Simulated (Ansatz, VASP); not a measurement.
Sn7O16 in VASP and in Ansatz

```xyz
23
Lattice="6.5046 0.0010 -0.0006 0.0010 6.8649 -0.0003 -0.0007 -0.0003 6.8561" Properties=species:S:1:pos:R:3 pbc="T T T"
Sn    6.5041    5.1430    1.7118
Sn    3.2499    1.7100    5.1414
Sn    6.5022    1.7099    5.1417
Sn    1.6101    1.7093    1.7134
Sn    4.8664    5.1428    5.1360
Sn    4.8907    1.7109    1.7139
Sn    1.6339    5.1418    5.1482
O     1.6178    1.7091    6.4600
O     4.9932    5.1420    3.0975
O     3.2499    2.9507    1.7147
O     6.5028    6.4947    5.1415
O     4.8821    1.7093    6.4598
O     1.5021    5.1388    3.1088
O     3.2509    0.4692    1.7142
O     6.5017    3.7905    5.1434
O     6.5028    3.0260    1.7123
O     3.2505    6.4776    5.1402
O     6.5028    0.3948    1.7139
O     3.2503    3.8070    5.1419
O     4.8826    1.7104    3.8235
O     1.5120    5.1421    0.3299
O     1.6170    1.7100    3.8238
O     4.9980    5.1443    0.3196
```

Alike in both runs: functional PBE; k mesh 3 × 3 × 3; occupations gaussian, width 0.1 eV; no spin polarisation.

Ansatz relaxed the structure, and its values are those at the end. VASP's run is a single point on that final structure, the one shown.

|  | VASP | Ansatz |
| --- | --- | --- |
| version | VASP 6.6.1 | Ansatz 0.2.0 |
| potentials or method | VASP PAW PBE potentials, release 64 (Sn_d, O), cutoff 520 eV | scalar-relativistic, plane waves, PAW |
| valence electrons in the cell | 194 | 194 |

Ansatz gave:

- gap on the k mesh at the Fermi level (eV): none
- pressure (GPa): 0.0
- rms of the force components (eV/Å): 0.007

Problem. Estimate VASP's values.

Solution. gap on the k mesh at the Fermi level (eV): none; pressure (GPa): 0.5; rms of the force components (eV/Å): 0.019.

A gap of «none» marks a metal or a gap that the smearing closes. The functional is the same, so the differences come from potentials, cutoffs and numerics.
